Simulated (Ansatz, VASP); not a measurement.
## Two plane-wave programs on HfC

Contents of INCAR:

```
ALGO = Normal
EDIFF = 1E-6
ENCUT = 520
GGA = PE
ISIF = 2
ISMEAR = 0
LASPH = True
LCHARG = False
LREAL = False
LWAVE = False
NBANDS = 14
NELM = 100
PREC = Accurate
SIGMA = 0.15
```

The input KPOINTS:

```
k-points
0
Gamma
  18 18 18
```

File POSCAR:

```
HfC
1.0
    0.0000000000      2.3250000000      2.2552500000
    2.3250000000      0.0000000000      2.2552500000
    2.3250000000      2.3250000000      0.0000000000
Hf C
1 1
Direct
    0.5000000000      0.5000000000      0.5000000000
    0.0000000000      0.0000000000      0.0000000000
```

Input for Ansatz:

```yaml
crystal:
  lattice:
    - [0.0, 2.325, 2.25525]
    - [2.325, 0.0, 2.25525]
    - [2.325, 2.325, 0.0]
  atoms:
    - { symbol: Hf, position: [0.5, 0.5, 0.5] }
    - { symbol: C, position: [0.0, 0.0, 0.0] }
basis:
  ecutwfc: 420
kpoints:
  mp_grid: { grid: [18, 18, 18] }
hamiltonian:
  xc: pbe
scf:
  occupations: { method: gaussian, width: 0.15 }
output:
  forces: true
  stress: true
  eigenvalues: true
```

Change from the starting cell: strain +0.000 along x and y, -0.030 along z, atoms carried along.

Alike in both runs: task single point; functional PBE; k mesh 18 × 18 × 18; occupations gaussian, width 0.15 eV; no spin polarisation.

```csv
,VASP,Ansatz
version,VASP 6.6.1,Ansatz 0.2.0
potentials or method,"VASP PAW PBE potentials, release 64 (Hf_pv, C), cutoff 520 eV","scalar-relativistic, plane waves, PAW"
valence electrons in the cell,14,30
```

```csv
,VASP,Ansatz,Ansatz less VASP
gap on the k mesh at the Fermi level (eV),none,none,-
pressure (GPa),7.7,8.2,+0.54
"traceless stress, the component that is largest in VASP (GPa)",9.74,9.61,-0.131
```

A gap of «none» marks a metal or a gap that the smearing closes. VASP's potentials hold 14 valence electrons a cell and Ansatz's 30, so a difference there can come from the potentials and not from the codes.

Spin-orbit coupling is off throughout.
